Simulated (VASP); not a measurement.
Write the native input for VASP 6.6.1 that does the following.

```
Task                   : single point
Functional             : PBE
Potentials or basis    : VASP PAW PBE potentials, release 64 (Au)
Cutoff                 : 520 eV
k mesh                 : 18 × 18 × 18
Occupations            : gaussian, width 0.1 eV
Spin                   : no spin polarisation
Dipole correction      : no
Further INCAR settings : ALGO = Normal; EDIFF = 1e-07; NBANDS = 12
```

The structure of Au lies in POSCAR:

```
Au
1.0
   -1.6547289916      1.6547289916      1.6547289916
    1.6547289916     -1.6547289916      1.6547289916
    1.6547289916      1.6547289916     -1.6547289916
Au
1
Direct
    0.0000000000      0.0000000000      0.0000000000
```

One way to write it, as run:

INCAR

```
ALGO = Normal ; EDIFF = 1E-7
ENCUT = 520 ; GGA = PE
ISIF = 2 ; ISMEAR = 0
LASPH = T ; LCHARG = T
LELF = T ; LREAL = F
LVHAR = T ; LWAVE = F
NBANDS = 12 ; NELM = 100
PREC = Accurate ; SIGMA = 0.1
```

KPOINTS

```
k-points
0
Gamma
  18 18 18
```

Potentials or basis: VASP PAW PBE potentials, release 64 (Au).

Command:

```sh
$ cat potpaw_PBE.64/Au/POTCAR > POTCAR
$ mpirun -np 1 vasp_std > vasp.out
```

It gave:

| Item | Value |
| --- | --- |
| Pressure | -1.2 GPa |

Run time: 16 s on 1 thread of Intel(R) Xeon(R) Platinum 8559C (Emerald Rapids), on a shared host, peak memory 0.16 GiB.
